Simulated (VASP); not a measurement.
# ZrC (P-6m2) in VASP: further runs, part 2 of 2

VASP 6.6.1. The steps go on from the part before.

## 3. Relaxation of shape and atoms at fixed volume, PBE (13.34 Å³/atom)

This run uses another cell than the first one, of 13.34 Å³/atom.

The input, INCAR:

```
SYSTEM = ZrC
ALGO = Normal
EDIFF = 1E-7
EDIFFG = -0.01
ENCUT = 600
GGA = PE
IBRION = 2
ISIF = 4
ISMEAR = 0
LASPH = .True.
LCHARG = .False.
LREAL = .False.
LWAVE = .False.
NELM = 80
NSW = 60
PREC = Accurate
SIGMA = 0.05
```

The input, KPOINTS:

```
k-points
0
Gamma
  12 12 12
  0 0 0
```

The input, POSCAR:

```
ZrC
1.0
    3.2475889120      0.0000000000      0.0000000000
   -1.6237944560      2.8124944988      0.0000000000
    0.0000000000      0.0000000000      2.9200040199
Zr C
1 1
Direct
    0.0000000000      0.0000000000      0.0000000000
    0.6666666667      0.3333333333      0.5000000000
```

Potentials or basis: VASP PAW PBE potentials, release 64 (Zr_sv, C).

Run with:

```sh
$ cat potpaw_PBE.64/Zr_sv/POTCAR potpaw_PBE.64/C/POTCAR > POTCAR
$ mpirun -np 1 vasp_std > vasp.out
```

OUTCAR:

```text
SYSTEM = ZrC
   EDIFF = 1E-7
   EDIFFG = -0.01
   ENCUT = 600
   GGA = PE
   IBRION = 2
   ISIF = 4
   ISMEAR = 0
   LASPH = .True.
   LREAL = .False.
   NELM = 80
   NSW = 60
   PREC = Accurate

 ion  position               nearest neighbor table
   1  0.000  0.000  0.000-   2 2.38   2 2.38   2 2.38   2 2.38   2 2.38   2 2.38
   2  0.667  0.333  0.500-   1 2.38   1 2.38   1 2.38   1 2.38   1 2.38   1 2.38

  LATTYP: Found a hexagonal cell.
 ALAT       =     3.2475889120
 C/A-ratio  =     0.8991298157

  Lattice vectors:

 A1 = (   3.2475889120,   0.0000000000,   0.0000000000)
 A2 = (  -1.6237944560,   2.8124944988,   0.0000000000)
 A3 = (   0.0000000000,   0.0000000000,   2.9200040199)

Analysis of symmetry for initial positions (statically):
=====================================================================
 Subroutine PRICEL returns:
 Original cell was already a primitive cell.

 Routine SETGRP: Setting up the symmetry group for a
 hexagonal supercell.

 Subroutine GETGRP returns: Found 12 space group operations
 (whereof 12 operations were pure point group operations)
 out of a pool of 24 trial point group operations.

The static configuration has the point symmetry D_3h.

Analysis of symmetry for dynamics (positions and initial velocities):
=====================================================================
 Subroutine PRICEL returns:
 Original cell was already a primitive cell.

 Routine SETGRP: Setting up the symmetry group for a
 hexagonal supercell.

 Subroutine GETGRP returns: Found 12 space group operations
 (whereof 12 operations were pure point group operations)
 out of a pool of 24 trial point group operations.

The dynamic configuration has the point symmetry D_3h.

 Subroutine INISYM returns: Found 12 space group operations
 (whereof 12 operations are pure point group operations),
 and found     1 'primitive' translations

----------------------------------------------------------------------------------------

                                     Primitive cell

  volume of cell :      26.6708

  direct lattice vectors                    reciprocal lattice vectors
     3.247588912  0.000000000  0.000000000     0.307920746  0.177778126  0.000000000
    -1.623794456  2.812494499  0.000000000     0.000000000  0.355556251  0.000000000
     0.000000000  0.000000000  2.920004020     0.000000000  0.000000000  0.342465282

  length of vectors
     3.247588912  3.247588912  2.920004020     0.355556251  0.355556251  0.342465282

  position of ions in fractional coordinates (direct lattice)
     0.000000000  0.000000000  0.000000000
     0.666666667  0.333333333  0.500000000

  ion indices of the primitive-cell ions
   primitive index   ion index
                 1           1
                 2           2

----------------------------------------------------------------------------------------

 KPOINTS: k-points

Automatic generation of k-mesh.
 Grid dimensions read from file:
 generate k-points for:   12   12   12

 Generating k-lattice:

  Cartesian coordinates                     Fractional coordinates (reciprocal lattice)
     0.025660062  0.014814844  0.000000000     0.083333333  0.000000000  0.000000000
[... 51 lines left out ...]
   ISTART =      0    job   : 0-new  1-cont  2-samecut
   ICHARG =      2    charge: 1-file 2-atom 10-const
   ISPIN  =      1    spin polarized calculation?
   LNONCOLLINEAR =      F non collinear calculations
   LSORBIT =      F    spin-orbit coupling
   LASPH  =      T    aspherical Exc in radial PAW
   ENCUT  =  600.0 eV  44.10 Ry    6.64 a.u.   6.49  6.49  5.83*2*pi/ulx,y,z
   NELM   =     80;   NELMIN=  2; NELMDL= -5     # of ELM steps
   EDIFF  = 0.1E-06   stopping-criterion for ELM
   LREAL  =      F    real-space projection
   EDIFFG = -.1E-01   stopping-criterion for IOM
   NSW    =     60    number of steps for IOM
   IBRION =      2    ionic relax: 0-MD 1-quasi-New 2-CG
   NFREE  =      1    steps in history (QN), initial steepest desc. (CG)
   ISIF   =      4    stress and relaxation
   ISYM   =      2    0-nonsym 1-usesym 2-fastsym
   POTIM  = 0.5000    time-step for ionic-motion
   TEBEG  =    0.0;   TEEND  =   0.0 temperature during run
   PSTRESS=    0.0 pullay stress
   NELECT =      16.0000    total number of electrons
   NUPDOWN=      -1.0000    fix difference up-down
   EMIN   =  10.00;   EMAX   =-10.00  energy-range for DOS
   EFERMI =   0.00;   METHOD = LEGACY
   ISMEAR =     0;   SIGMA  =   0.05  broadening in eV -4-tet -1-fermi 0-gaus
   EFERMI_NEDOS =   21; number of points for ismear=-14 and -15
   IALGO  =     38    algorithm
   IMIX   =      4    mixing-type and parameters
     AMIX     =   0.40;   BMIX     =  1.00
     AMIX_MAG =   1.60;   BMIX_MAG =  1.00
  volume/ion in A,a.u.               =      13.34        89.99
  Fermi-wavevector in a.u.,A,eV,Ry     =   1.380711  2.609165 25.937639  1.906363
  Thomas-Fermi vector in A             =   2.505563
   LORBIT       =      0    0 simple, 1 ext, 2 COOP (PROOUT), +10 PAW based schemes
   GGA     = PE    functional components
   LHFCALC =     F    Hartree Fock is set to
   AEXX    =    0.0000 exact exchange contribution
   IVDW    =     0    specifies the selected vdW correction
   LEPSILON=     F    determine dielectric tensor
   LRPA    =     F    only Hartree local field effects (RPA)
 conjugate gradient relaxation of ions
 non-spin polarized calculation
 Gauss-broadening in eV      SIGMA  =   0.05
  energy-cutoff  :      600.00
  volume of cell :       26.67
 maximum number of plane-waves:       912
 NGX is ok and might be reduce to    28
   NGX = 13   NGY = 13   NGZ = 11

--------------------------------------- Ionic step        1  -------------------------------------------

 number of electron      16.0000000 magnetization

 Free energy of the ion-electron system (eV)
  ---------------------------------------------------
  ext. energy  EPLUGINS =         0.00000000
  ---------------------------------------------------
  free energy    TOTEN  =       -18.00830345 eV

  energy without entropy =      -18.00772902  energy(sigma->0) =      -18.00801623

------------------------ aborting loop because EDIFF is reached ----------------------------------------

  FORCE on cell =-STRESS in cart. coord.  units (eV):
  Direction    XX          YY          ZZ          XY          YZ          ZX
  --------------------------------------------------------------------------------------
  -------------------------------------------------------------------------------------
  Total        0.6272554      0.6272554      0.7935290      0.0000000      0.0000000      0.0000000
  in kB       37.6806857     37.6806857     47.6691261      0.0000000      0.0000000      0.0000000
  external PRESSURE =      41.0101658 kB  Pullay stress =       0.0000000 kB
[... 59 lines left out ...]
--------------------------------------- Ionic step        3  -------------------------------------------

 number of electron      16.0000000 magnetization

 Free energy of the ion-electron system (eV)
  ---------------------------------------------------
  ext. energy  EPLUGINS =         0.00000000
  ---------------------------------------------------
  free energy    TOTEN  =       -18.00847562 eV

  energy without entropy =      -18.00792987  energy(sigma->0) =      -18.00820274

 E-fermi :   9.1885     XC(G=0): -11.9342

 val. band max:        9.1799581849   @ k =   0.3333   0.0000   0.0833
 cond. band min:       9.2010947233   @ k =   0.2500   0.0833   0.0000
 fundamental gap:      0.0211365384
 Fermi energy:         9.1884989290

 k-point     1 :       0.0000    0.0000    0.0000
  band No.  band energies     occupation
      1     -38.9448      2.00000
      2     -16.7312      2.00000
      3     -16.7312      2.00000
      4     -16.3291      2.00000
      5      -1.8381      2.00000
      6       7.6039      2.00000
      7       7.6039      2.00000
      8       7.9324      2.00000
      9      10.9178      0.00000
     10      14.5467      0.00000
     11      14.5706      0.00000
     12      14.5706      0.00000
[... 331 lines left out ...]
 k-point    24 :       0.3333    0.0000    0.0833
  band No.  band energies     occupation
      1     -38.8675      2.00000
      2     -17.3300      2.00000
      3     -16.8572      2.00000
      4     -16.3393      2.00000
      5      -0.2722      2.00000
      6       5.5350      2.00000
      7       8.3849      2.00000
      8       8.9439      2.00000
      9       9.1800      1.19089
     10      13.5950      0.00000
     11      14.0597      0.00000
     12      15.4623      0.00000

 [... further k-points ...]

------------------------ aborting loop because EDIFF is reached ----------------------------------------

  FORCE on cell =-STRESS in cart. coord.  units (eV):
  Direction    XX          YY          ZZ          XY          YZ          ZX
  --------------------------------------------------------------------------------------
  -------------------------------------------------------------------------------------
  Total        0.6664192      0.6664192      0.6642934     -0.0000000      0.0000000      0.0000000
  in kB       40.0333489     40.0333489     39.9056473     -0.0000000      0.0000000      0.0000000
  external PRESSURE =      39.9907817 kB  Pullay stress =       0.0000000 kB
[... 17 lines left out ...]
  FREE ENERGIE OF THE ION-ELECTRON SYSTEM (eV)
  ---------------------------------------------------
  free  energy   TOTEN  =       -18.0084756175 eV

  energy  without entropy=      -18.0079298698  energy(sigma->0) =      -18.00820274

 reached required accuracy - stopping structural energy minimisation
```

It took 2 min on 1 thread of Intel Xeon 8259CL, shared host; peak memory 0.2 GiB.

Results:

* Free energy: -18.0085 eV
* Energy gained by relaxing: 0.1 meV/atom
* Ionic steps: 3
* Pressure after relaxing: 4.0 GPa
* Band gap on the k mesh: zero (bands 8 and 9 overlap by 0.43 eV)

Step by step:
| step | energy change (eV) | largest force (eV/Å) | pressure (GPa) | volume (Å³) |
| --- | --- | --- | --- | --- |
| 1 | 0.0000 | 0.0000 | 4.10 | 26.67 |
| 2 | -0.0002 | 0.0000 | 3.97 | 26.67 |
| 3 | -0.0002 | 0.0000 | 4.00 | 26.67 |

Final structure:
```cif
data_structure
_symmetry_space_group_name_H-M 'P 1'
_symmetry_Int_Tables_number 1
_cell_length_a 3.2443
_cell_length_b 3.2443
_cell_length_c 2.9260
_cell_angle_alpha 90.000
_cell_angle_beta 90.000
_cell_angle_gamma 120.000
_cell_volume 26.67
loop_
_atom_site_label
_atom_site_type_symbol
_atom_site_fract_x
_atom_site_fract_y
_atom_site_fract_z
_atom_site_occupancy
Zr1 Zr 0.00000 0.00000 0.00000 1
C1 C 0.66667 0.33333 0.50000 1
```

Levels at points of the mesh, in eV from the Fermi level:
```tsv
k point	band 6	band 7	band 8	band 9	band 10	band 11
(0.00, 0.00, 0.00)	-1.58	-1.58	-1.26	1.73	5.36	5.38
(0.50, 0.00, 0.00)	-4.09	-0.84	-0.59	0.42	4.76	5.31
(0.00, 0.00, 0.50)	-5.02	-0.54	-0.54	1.77	1.77	4.91
(0.50, 0.00, 0.50)	-3.60	-2.30	-2.05	2.11	5.59	6.71
```

## 4. Relaxation of cell and atoms, PBE

This run uses another cell than the first one, of 13.61 Å³/atom.

The input, INCAR:

```
SYSTEM = ZrC
PREC = Accurate ; ENCUT = 600
EDIFF = 1E-6 ; ISMEAR = 0
SIGMA = 0.05 ; LREAL = .FALSE.
LASPH = .TRUE. ; NELM = 100
ALGO = Normal ; ISIF = 3
LWAVE = .FALSE. ; LCHARG = .FALSE.
GGA = PE ; IBRION = 2
NSW = 50 ; EDIFFG = -0.01
```

The input, KPOINTS:

```
regular mesh
0
G
  12 12 12
  0 0 0
```

The input, POSCAR:

```
ZrC
1.0
    3.2695327460      0.0000000000      0.0000000000
   -1.6347663730      2.8314984165      0.0000000000
    0.0000000000      0.0000000000      2.9397343753
Zr C
1 1
Direct
    0.0000000000      0.0000000000      0.0000000000
    0.6666666667      0.3333333333      0.5000000000
```

Potentials or basis: VASP PAW PBE potentials, release 64 (Zr_sv, C).

Run with:

```sh
$ cat potpaw_PBE.64/Zr_sv/POTCAR potpaw_PBE.64/C/POTCAR > POTCAR
$ mpirun -np 1 vasp_std > vasp.out
```

OUTCAR:

```text
SYSTEM = ZrC
   PREC = Accurate
   ENCUT = 600
   EDIFF = 1E-6
   ISMEAR = 0
   LREAL = .FALSE.
   LASPH = .TRUE.
   NELM = 100
   ISIF = 3
   GGA = PE
   IBRION = 2
   NSW = 50
   EDIFFG = -0.01

 ion  position               nearest neighbor table
   1  0.000  0.000  0.000-   2 2.39   2 2.39   2 2.39   2 2.39   2 2.39   2 2.39
   2  0.667  0.333  0.500-   1 2.39   1 2.39   1 2.39   1 2.39   1 2.39   1 2.39

  LATTYP: Found a hexagonal cell.
 ALAT       =     3.2695327460
 C/A-ratio  =     0.8991298157

  Lattice vectors:

 A1 = (   3.2695327460,   0.0000000000,   0.0000000000)
 A2 = (  -1.6347663730,   2.8314984165,   0.0000000000)
 A3 = (   0.0000000000,   0.0000000000,   2.9397343753)

Analysis of symmetry for initial positions (statically):
[... 270 lines left out ...]
      5      -1.9993      2.00000
      6       7.3956      2.00000
      7       7.3956      2.00000
      8       7.7439      2.00000
      9      10.6698      0.00000
     10      14.1672      0.00000
     11      14.2158      0.00000
     12      14.2158      0.00000
[... 331 lines left out ...]
 k-point    24 :       0.3333   -0.0000    0.0833
  band No.  band energies     occupation
      1     -39.1763      2.00000
      2     -17.6005      2.00000
      3     -17.1653      2.00000
      4     -16.6573      2.00000
      5      -0.4800      2.00000
      6       5.3487      2.00000
      7       8.1819      2.00000
      8       8.6962      2.00000
      9       8.9633      0.99682
     10      13.2660      0.00000
     11      13.7220      0.00000
     12      15.0857      0.00000

 [... further k-points ...]

------------------------ aborting loop because EDIFF is reached ----------------------------------------

  FORCE on cell =-STRESS in cart. coord.  units (eV):
  Direction    XX          YY          ZZ          XY          YZ          ZX
  --------------------------------------------------------------------------------------
  -------------------------------------------------------------------------------------
  Total        0.0012651      0.0012651     -0.0023220      0.0000000      0.0000000      0.0000000
  in kB        0.0744320      0.0744320     -0.1366084      0.0000000      0.0000000      0.0000000
  external PRESSURE =       0.0040852 kB  Pullay stress =       0.0000000 kB
[... 17 lines left out ...]
  FREE ENERGIE OF THE ION-ELECTRON SYSTEM (eV)
  ---------------------------------------------------
  free  energy   TOTEN  =       -18.0158332084 eV

  energy  without entropy=      -18.0151797541  energy(sigma->0) =      -18.01550648

 reached required accuracy - stopping structural energy minimisation
```

OSZICAR:

```text
N       E                     dE             d eps       ncg     rms          rms(c)
DAV:   1     0.122338954711E+03    0.12234E+03   -0.97202E+03  3192   0.150E+03
DAV:   2    -0.150675776583E+02   -0.13741E+03   -0.12890E+03  3664   0.348E+02
DAV:   3    -0.217401659207E+02   -0.66726E+01   -0.65466E+01  4740   0.692E+01
[... 22 lines left out ...]
DAV:   3    -0.180158284459E+02    0.12255E-04   -0.50496E-05  4624   0.580E-02    0.707E-03
DAV:   4    -0.180158300604E+02   -0.16145E-05   -0.51337E-06  4548   0.190E-02    0.924E-03
DAV:   5    -0.180158320552E+02   -0.19947E-05   -0.47521E-07  1804   0.636E-03    0.300E-03
DAV:   6    -0.180158332041E+02   -0.11489E-05   -0.17487E-06  2692   0.750E-03    0.103E-03
DAV:   7    -0.180158332084E+02   -0.43676E-08   -0.11428E-07  1608   0.283E-03
   3 F= -.18015833E+02 E0= -.18015506E+02  d E =-.609419E-05
```

Wall time 1.9 min (1 thread of Intel Xeon 8259CL, shared host); peak memory 0.2 GiB.

What came out:

- Free energy: -18.0158 eV
- Relaxed volume: 13.62 Å³/atom
- Relaxed cell: a = 3.270 Å, b = 3.270 Å, c = 2.940 Å, α = 90.00°, β = 90.00°, γ = 120.00°
- Space group after relaxing (to 0.1 Å): P-6m2 (No. 187)
- Energy gained by relaxing: 0.0 meV/atom
- Ionic steps: 3
- Pressure after relaxing: 0.0 GPa
- Band gap on the k mesh: zero (bands 8 and 9 overlap by 0.39 eV)

Final structure:
```xyz
2
Lattice="3.2702 0.0000 0.0000 -1.6351 2.8321 0.0000 0.0000 0.0000 2.9405" Properties=species:S:1:pos:R:3 pbc="T T T"
Zr    0.0000    0.0000    2.9405
C     1.6351    0.9440    1.4702
```

Levels at points of the mesh, in eV from the Fermi level:
```
           k point  band 4  band 5  band 6  band 7  band 8  band 9  band 10  band 11  band 12
(0.00, 0.00, 0.00)  -25.61  -10.96   -1.57   -1.57   -1.22    1.71     5.20     5.25     5.25
(0.50, 0.00, 0.00)  -25.52   -8.97   -4.06   -0.83   -0.54    0.38     4.66     5.14     5.37
(0.00, 0.00, 0.50)  -25.89   -8.12   -4.97   -0.54   -0.54    1.73     1.73     4.81     4.81
(0.50, 0.00, 0.50)  -26.03   -9.00   -3.56   -2.26   -2.04    2.04     5.42     6.51     6.87
```

## 5. The runs side by side

| task | cell | gap on the mesh (eV) | pressure (GPa) |
| --- | --- | --- | --- |
| relaxation of shape and atoms at fixed volume | relaxed from a = 3.222, b = 3.222, c = 2.905 Å, angles 90.0, 90.0, 120.0°, 2 atoms | none | 8.3 |
| relaxation of shape and atoms at fixed volume | relaxed from a = 3.248, b = 3.248, c = 2.920 Å, angles 90.0, 90.0, 120.0°, 2 atoms | none | 4.0 |
| relaxation of cell and atoms | relaxed from a = 3.270, b = 3.270, c = 2.940 Å, angles 90.0, 90.0, 120.0°, 2 atoms | none | 0.0 |

Alike in all rows: level PBE; potentials or basis VASP PAW PBE potentials, release 64 (Zr_sv, C); no spin polarisation; k mesh 12 × 12 × 12; cutoff (eV) 600; smearing gaussian 0.05 eV.

Total energies depend on the potentials used, so only differences within one code and one set of settings carry meaning.

The gap in the log of VASP goes by the Fermi energy; the results here count the filled bands.